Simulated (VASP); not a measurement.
A run of VASP 6.6.1:

The input INCAR:

```
SYSTEM = Pt3Pb
PREC = Accurate ; ENCUT = 520
EDIFF = 1E-8 ; ISMEAR = -1
SIGMA = 0.15 ; LREAL = .False.
LASPH = .True. ; NELM = 80
ALGO = Normal ; ISIF = 2
LWAVE = .False. ; LCHARG = .False.
GGA = CA ; LEFG = .True.
NBANDS = 30
```

Contents of KPOINTS:

```
Automatic mesh
0
Gamma
  10 10 10
  0 0 0
```

Contents of POSCAR:

```
Pt3Pb
1.0
    4.0404477633      0.0000000000      0.0000000000
    0.0000000000      4.0404477633      0.0000000000
    0.0000000000      0.0000000000      4.0404477633
Pt Pb
3 1
Direct
    0.0000000000      0.5000000000      0.5000000000
    0.5000000000      0.0000000000      0.5000000000
    0.5000000000      0.5000000000      0.0000000000
    0.0000000000      0.0000000000      0.0000000000
```

Potentials or basis: VASP PAW LDA potentials, release 64 (Pt, Pb_d).

The run is started by

```bash
$ cat potpaw_LDA.64/Pt/POTCAR potpaw_LDA.64/Pb_d/POTCAR > POTCAR
$ mpirun -np 1 vasp_std > vasp.out
```

Hardware: 1 thread of Oxide Virtual Turin-like Processor, on a shared host.

Problem. Estimate the wall time of this run.

Solution. It took 59 s on 1 thread of Oxide Virtual Turin-like Processor, with other jobs on the host, peak memory 0.18 GiB. Counts: scf iterations 13, k points 56.
